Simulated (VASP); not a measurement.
# Al (Fm-3m) in VASP: a series of runs

Al is run at these levels: PBEsol; tasks: single point, relaxation of cell and atoms.

Everything below comes from runs of VASP 6.6.1. Logs are shortened: lines on timing, memory, paths and dates and some standing lists are left out, and cuts for length are marked.

### 1 The cell of the first run

Symmetry: Fm-3m, No. 225, cubic system. The conventional cell has a = 4.014 Å, b = 4.014 Å, c = 4.014 Å, α = 90.00°, β = 90.00°, γ = 90.00°. Within 3.7 Å of Al (site symmetry m-3m) lie 12 Al at 2.84 Å.

### 2 Single point, PBEsol

Contents of INCAR:

```
SYSTEM = Al
  ALGO = Normal
  EDIFF = 1E-7
  ENCUT = 520
  GGA = PS
  ISIF = 2
  ISMEAR = 0
  LASPH = .True.
  LCHARG = .True.
  LELF = .True.
  LREAL = .False.
  LVHAR = .True.
  LWAVE = .False.
  NBANDS = 8
  NELM = 100
  PREC = Accurate
  SIGMA = 0.1
```

Contents of KPOINTS:

```
k-points
0
Gamma
  20 20 20
  0 0 0
```

Contents of POSCAR:

```
Al
1.0
    0.0000000000      2.0069298598      2.0069298598
    2.0069298598      0.0000000000      2.0069298598
    2.0069298598      2.0069298598      0.0000000000
Al
1
Direct
    0.0000000000      0.0000000000      0.0000000000
```

Potentials or basis: VASP PAW PBE potentials, release 64 (Al).

Run with:

```bash
$ cat potpaw_PBE.64/Al/POTCAR > POTCAR
$ mpirun -np 1 vasp_std > vasp.out
```

OUTCAR:

```text
SYSTEM = Al
   EDIFF = 1E-7
   ENCUT = 520
   GGA = PS
   ISIF = 2
   ISMEAR = 0
   LASPH = .True.
   LREAL = .False.
   NELM = 100
   PREC = Accurate

 ion  position               nearest neighbor table
   1  0.000  0.000  0.000-

  LATTYP: Found a face centered cubic cell.
 ALAT       =     4.0138597196

  Lattice vectors:

 A1 = (   0.0000000000,   2.0069298598,   2.0069298598)
 A2 = (   2.0069298598,   0.0000000000,   2.0069298598)
 A3 = (   2.0069298598,   2.0069298598,   0.0000000000)

Analysis of symmetry for initial positions (statically):
=====================================================================
 Subroutine PRICEL returns:
 Original cell was already a primitive cell.

 Routine SETGRP: Setting up the symmetry group for a
 face centered cubic supercell.

 Subroutine GETGRP returns: Found 48 space group operations
 (whereof 48 operations were pure point group operations)
 out of a pool of 48 trial point group operations.

The static configuration has the point symmetry O_h .

Analysis of symmetry for dynamics (positions and initial velocities):
=====================================================================
 Subroutine PRICEL returns:
 Original cell was already a primitive cell.

 Routine SETGRP: Setting up the symmetry group for a
 face centered cubic supercell.

 Subroutine GETGRP returns: Found 48 space group operations
 (whereof 48 operations were pure point group operations)
 out of a pool of 48 trial point group operations.

The dynamic configuration has the point symmetry O_h .

 Subroutine INISYM returns: Found 48 space group operations
 (whereof 48 operations are pure point group operations),
 and found     1 'primitive' translations

----------------------------------------------------------------------------------------

                                     Primitive cell

  volume of cell :      16.1669

  direct lattice vectors                    reciprocal lattice vectors
     0.000000000  2.006929860  2.006929860    -0.249136759  0.249136759  0.249136759
     2.006929860  0.000000000  2.006929860     0.249136759 -0.249136759  0.249136759
     2.006929860  2.006929860  0.000000000     0.249136759  0.249136759 -0.249136759

  length of vectors
     2.838227426  2.838227426  2.838227426     0.431517524  0.431517524  0.431517524

  position of ions in fractional coordinates (direct lattice)
     0.000000000  0.000000000  0.000000000

  ion indices of the primitive-cell ions
   primitive index   ion index
                 1           1

----------------------------------------------------------------------------------------

 KPOINTS: k-points

Automatic generation of k-mesh.
 Grid dimensions read from file:
 generate k-points for:   20   20   20

 Generating k-lattice:

  Cartesian coordinates                     Fractional coordinates (reciprocal lattice)
    -0.012456838  0.012456838  0.012456838     0.050000000  0.000000000  0.000000000
     0.012456838 -0.012456838  0.012456838     0.000000000  0.050000000  0.000000000
     0.012456838  0.012456838 -0.012456838     0.000000000  0.000000000  0.050000000

  Length of vectors
     0.021575876  0.021575876  0.021575876

  Shift w.r.t. Gamma in fractional coordinates (k-lattice)
     0.000000000  0.000000000  0.000000000

 Subroutine IBZKPT returns following result:
 ===========================================

 Found    256 irreducible k-points:

 Following reciprocal coordinates:
            Coordinates               Weight
  0.000000  0.000000  0.000000      1.000000
  0.050000  0.000000  0.000000      8.000000
  0.100000  0.000000  0.000000      8.000000
  0.150000  0.000000  0.000000      8.000000
  0.200000  0.000000  0.000000      8.000000
  0.250000  0.000000  0.000000      8.000000
[... 16 lines left out ...]
 -0.400000  0.050000  0.000000     24.000000
 -0.350000  0.050000  0.000000     24.000000
 [... further k-points ...]
   k-points           NKPTS =    256   k-points in BZ     NKDIM =    256   number of bands    NBANDS=      8
   number of dos      NEDOS =    301   number of ions     NIONS =      1
   total plane-waves  NPLWV =  13824
   dimension x,y,z NGX =    24 NGY =   24 NGZ =   24
   dimension x,y,z NGXF=    48 NGYF=   48 NGZF=   48
   ions per type =               1
   NGX,Y,Z   is equivalent  to a cutoff of  14.06, 14.06, 14.06 a.u.
   NGXF,Y,Z  is equivalent  to a cutoff of  28.12, 28.12, 28.12 a.u.
 SYSTEM =  Al
   PREC   = accura    normal or accurate (medium, high low for compatibility)
   ISTART =      0    job   : 0-new  1-cont  2-samecut
   ICHARG =      2    charge: 1-file 2-atom 10-const
   ISPIN  =      1    spin polarized calculation?
   LNONCOLLINEAR =      F non collinear calculations
   LSORBIT =      F    spin-orbit coupling
   LASPH  =      T    aspherical Exc in radial PAW
   ENCUT  =  520.0 eV  38.22 Ry    6.18 a.u.   5.28  5.28  5.28*2*pi/ulx,y,z
   NELM   =    100;   NELMIN=  2; NELMDL= -5     # of ELM steps
   EDIFF  = 0.1E-06   stopping-criterion for ELM
   LREAL  =      F    real-space projection
   EDIFFG = 0.1E-05   stopping-criterion for IOM
   NSW    =      0    number of steps for IOM
   IBRION =     -1    ionic relax: 0-MD 1-quasi-New 2-CG
   NFREE  =      0    steps in history (QN), initial steepest desc. (CG)
   ISIF   =      2    stress and relaxation
   ISYM   =      2    0-nonsym 1-usesym 2-fastsym
   POTIM  = 0.5000    time-step for ionic-motion
   TEBEG  =    0.0;   TEEND  =   0.0 temperature during run
   PSTRESS=    0.0 pullay stress
   NELECT =       3.0000    total number of electrons
   NUPDOWN=      -1.0000    fix difference up-down
   EMIN   =  10.00;   EMAX   =-10.00  energy-range for DOS
   EFERMI =   0.00;   METHOD = LEGACY
   ISMEAR =     0;   SIGMA  =   0.10  broadening in eV -4-tet -1-fermi 0-gaus
   EFERMI_NEDOS =   21; number of points for ismear=-14 and -15
   IALGO  =     38    algorithm
   IMIX   =      4    mixing-type and parameters
     AMIX     =   0.40;   BMIX     =  1.00
     AMIX_MAG =   1.60;   BMIX_MAG =  1.00
  volume/ion in A,a.u.               =      16.17       109.10
  Fermi-wavevector in a.u.,A,eV,Ry     =   0.933770  1.764569 11.863268  0.871926
  Thomas-Fermi vector in A             =   2.060505
   LORBIT       =      0    0 simple, 1 ext, 2 COOP (PROOUT), +10 PAW based schemes
   GGA     = PS    functional components
   LHFCALC =     F    Hartree Fock is set to
   AEXX    =    0.0000 exact exchange contribution
   IVDW    =     0    specifies the selected vdW correction
   LEPSILON=     F    determine dielectric tensor
   LRPA    =     F    only Hartree local field effects (RPA)
 non-spin polarized calculation
 Gauss-broadening in eV      SIGMA  =   0.10
  energy-cutoff  :      520.00
  volume of cell :       16.17
 maximum number of plane-waves:       448
 NGX is ok and might be reduce to    24
   NGX = 11   NGY = 11   NGZ = 11

 number of electron       3.0000000 magnetization

 Free energy of the ion-electron system (eV)
  ---------------------------------------------------
  ext. energy  EPLUGINS =         0.00000000
  ---------------------------------------------------
  free energy    TOTEN  =        -4.09263004 eV

  energy without entropy =       -4.09031513  energy(sigma->0) =       -4.09147259

 E-fermi :   8.2170     XC(G=0): -10.3316

 val. band max:        8.1843351405   @ k =  -0.4000   0.3500   0.0000
 cond. band min:       8.2186320344   @ k =  -0.3000   0.5000   0.2000
 fundamental gap:      0.0342968939
 Fermi energy:         8.2169660543

 k-point     1 :       0.0000    0.0000    0.0000
  band No.  band energies     occupation
      1      -3.1079      2.00000
      2      20.8712      0.00000
      3      20.8712      0.00000
      4      20.8712      0.00000
      5      22.5181      0.00000
      6      22.5181      0.00000
      7      22.5181      0.00000
      8      24.7960      0.00000

 k-point     2 :       0.0500    0.0000    0.0000
  band No.  band energies     occupation
      1      -3.0391      2.00000
      2      19.5825      0.00000
      3      20.6252      0.00000
      4      20.6252      0.00000
      5      22.8723      0.00000
      6      22.8723      0.00000
      7      23.0264      0.00000
      8      25.5276      0.00000

 k-point     3 :       0.1000    0.0000    0.0000
  band No.  band energies     occupation
      1      -2.8326      2.00000
      2      17.5871      0.00000
      3      20.1790      0.00000
      4      20.1790      0.00000
      5      23.1340      0.00000
      6      23.6270      0.00000
      7      23.6270      0.00000
      8      26.4503      0.00000

 k-point     4 :       0.1500    0.0000    0.0000
  band No.  band energies     occupation
      1      -2.4893      2.00000
      2      15.5456      0.00000
      3      19.7609      0.00000
      4      19.7609      0.00000
      5      23.0010      0.00000
      6      24.3761      0.00000
      7      24.3761      0.00000
      8      25.6221      0.00000

 k-point     5 :       0.2000    0.0000    0.0000
  band No.  band energies     occupation
      1      -2.0101      2.00000
      2      13.5522      0.00000
      3      19.4288      0.00000
      4      19.4288      0.00000
      5      22.8320      0.00000
      6      23.9983      0.00000
      7      23.9983      0.00000
      8      26.0751      0.00000

 k-point     6 :       0.2500    0.0000    0.0000
  band No.  band energies     occupation
      1      -1.3963      2.00000
      2      11.6382      0.00000
      3      19.1996      0.00000
      4      19.1996      0.00000
      5      22.7028      0.00000
      6      23.0887      0.00000
      7      23.0887      0.00000
      8      27.1546      0.00000

 k-point     7 :       0.3000    0.0000    0.0000
  band No.  band energies     occupation
      1      -0.6498      2.00000
      2       9.8188      0.00000
      3      19.0796      0.00000
      4      19.0796      0.00000
      5      22.2120      0.00000
      6      22.2120      0.00000
      7      22.6522      0.00000
      8      26.2706      0.00000
[... 133 lines left out ...]
 k-point    20 :       0.4500    0.0500    0.0000
  band No.  band energies     occupation
      1       2.0304      2.00000
      2       5.5473      2.00000
      3      18.3127      0.00000
      4      18.8718      0.00000
      5      19.6801      0.00000
      6      21.4634      0.00000
      7      23.8315      0.00000
      8      24.7851      0.00000

 k-point    21 :       0.5000    0.0500    0.0000
  band No.  band energies     occupation
      1       3.2290      2.00000
      2       4.1482      2.00000
      3      18.3798      0.00000
      4      18.6099      0.00000
      5      19.9832      0.00000
      6      20.9765      0.00000
      7      24.1783      0.00000
      8      24.2424      0.00000

 k-point    22 :      -0.4500    0.0500    0.0000
  band No.  band energies     occupation
      1       2.8209      2.00000
      2       4.5962      2.00000
      3      18.0015      0.00000
      4      19.0235      0.00000
      5      20.4063      0.00000
      6      20.6029      0.00000
      7      23.8042      0.00000
      8      24.6472      0.00000

 k-point    23 :      -0.4000    0.0500    0.0000
  band No.  band energies     occupation
      1       1.6542      2.00000
      2       6.0436      2.00000
      3      17.7403      0.00000
      4      19.5532      0.00000
      5      20.3430      0.00000
      6      20.9448      0.00000
      7      23.4870      0.00000
      8      25.2208      0.00000

 k-point    24 :      -0.3500    0.0500    0.0000
  band No.  band energies     occupation
      1       0.6077      2.00000
      2       7.6103      2.00000
      3      17.5967      0.00000
      4      20.1833      0.00000
      5      20.2113      0.00000
      6      21.5943      0.00000
      7      23.2876      0.00000
      8      25.8908      0.00000

 [... further k-points ...]

------------------------ aborting loop because EDIFF is reached ----------------------------------------

  FORCE on cell =-STRESS in cart. coord.  units (eV):
  Direction    XX          YY          ZZ          XY          YZ          ZX
  --------------------------------------------------------------------------------------
  -------------------------------------------------------------------------------------
  Total        0.0081748      0.0081748      0.0081748      0.0000000      0.0000000      0.0000000
  in kB        0.8101412      0.8101412      0.8101412      0.0000000      0.0000000      0.0000000
  external PRESSURE =       0.8101412 kB  Pullay stress =       0.0000000 kB

 VOLUME and BASIS-vectors are now :
 -----------------------------------------------------------------------------
  energy-cutoff  :      520.00
  volume of cell :       16.17
      direct lattice vectors                 reciprocal lattice vectors
     0.000000000  2.006929860  2.006929860    -0.249136759  0.249136759  0.249136759
     2.006929860  0.000000000  2.006929860     0.249136759 -0.249136759  0.249136759
     2.006929860  2.006929860  0.000000000     0.249136759  0.249136759 -0.249136759

 POSITION                                       TOTAL-FORCE (eV/Angst)
 -----------------------------------------------------------------------------------
      0.00000      0.00000      0.00000         0.000000      0.000000      0.000000
 -----------------------------------------------------------------------------------
    total drift:                               -0.000000      0.000000      0.000000

  FREE ENERGIE OF THE ION-ELECTRON SYSTEM (eV)
  ---------------------------------------------------
  free  energy   TOTEN  =        -4.0926300379 eV

  energy  without entropy=       -4.0903151345  energy(sigma->0) =       -4.09147259
```

Run time: 18 s. Hardware: 1 thread of AMD EPYC 9R45 (Zen 5), shared host; peak memory 0.12 GiB.

What came out:

```
Free energy : -4.0926 eV
Pressure    : 0.1 GPa
```

Caveat: the PAW data sets were made with another functional, which shifts forces and pressure a little.

### 3 Relaxation of cell and atoms, PBEsol

This run uses another cell than the first one, of 16.61 Å³/atom, 1.027 times its volume.

Contents of INCAR:

```
SYSTEM = Al
PREC     = Accurate       ! precision mode
ENCUT    = 600            ! plane-wave cutoff, eV
EDIFF    = 1E-6           ! SCF threshold, eV
ISMEAR   = 0              ! smearing method
SIGMA    = 0.1            ! smearing width, eV
LREAL    = .False.        ! projectors in reciprocal space
LASPH    = .True.         ! aspherical terms in the spheres
NELM     = 100            ! most SCF steps
ALGO     = Normal         ! electronic algorithm
ISIF     = 3              ! what is computed and relaxed
LWAVE    = .False.        ! write WAVECAR
LCHARG   = .False.        ! write CHGCAR
GGA      = PS             ! functional
IBRION   = 2              ! ionic algorithm
NSW      = 80             ! ionic steps
EDIFFG   = -0.003         ! ionic threshold
```

Contents of KPOINTS:

```
Automatic mesh
0
Gamma
  20 20 20
  0 0 0
```

Contents of POSCAR:

```
Al
1.0
    0.0000000000      2.0250000000      2.0250000000
    2.0250000000      0.0000000000      2.0250000000
    2.0250000000      2.0250000000      0.0000000000
Al
1
Direct
    0.0000000000      0.0000000000      0.0000000000
```

Potentials or basis: VASP PAW PBE potentials, release 64 (Al).

Run with:

```bash
$ cat potpaw_PBE.64/Al/POTCAR > POTCAR
$ mpirun -np 1 vasp_std > vasp.out
```

Run time: 17 s. Hardware: 1 thread of AMD EPYC 9R45 (Zen 5), shared host; peak memory 0.12 GiB.

It converged, with:

```yaml
Free_energy: -4.0927 eV
Relaxed_volume: 16.18 Å³/atom
Relaxed_cell: a = 2.839 Å, b = 2.839 Å, c = 2.839 Å, α = 60.00°, β = 60.00°, γ = 60.00°
Space_group_after_relaxing_to_0.05_Å: Fm-3m (No. 225)
Energy_gained_by_relaxing: 2.7 meV/atom
Ionic_steps: 3
Pressure_after_relaxing: 0.0 GPa
```

Step by step:
```tsv
step	energy change (eV)	largest force (eV/Å)	pressure (GPa)	volume (Å³)
1	0.0000	0.0000	-1.98	16.61
2	-0.0026	0.0000	0.32	16.12
3	-0.0027	0.0000	0.00	16.18
```

Final structure:
```
Al
1.0
     0.00000    2.00759    2.00759
     2.00759    0.00000    2.00759
     2.00759    2.00759    0.00000
Al
1
Direct
  0.00000 0.00000 0.00000
```

Levels at points of the mesh, in eV from the Fermi level:
| k point | band 1 | band 2 | band 3 | band 4 | band 5 |
| --- | --- | --- | --- | --- | --- |
| (0.00, 0.00, 0.00) | -11.32 | 12.65 | 12.65 | 12.65 | 14.29 |
| (0.50, 0.00, 0.00) | -4.73 | -4.46 | 11.47 | 11.54 | 11.55 |
| (0.50, 0.50, 0.00) | -3.02 | -1.67 | 5.20 | 5.62 | 5.62 |

Caveat: the PAW data sets were made with another functional, which shifts forces and pressure a little.
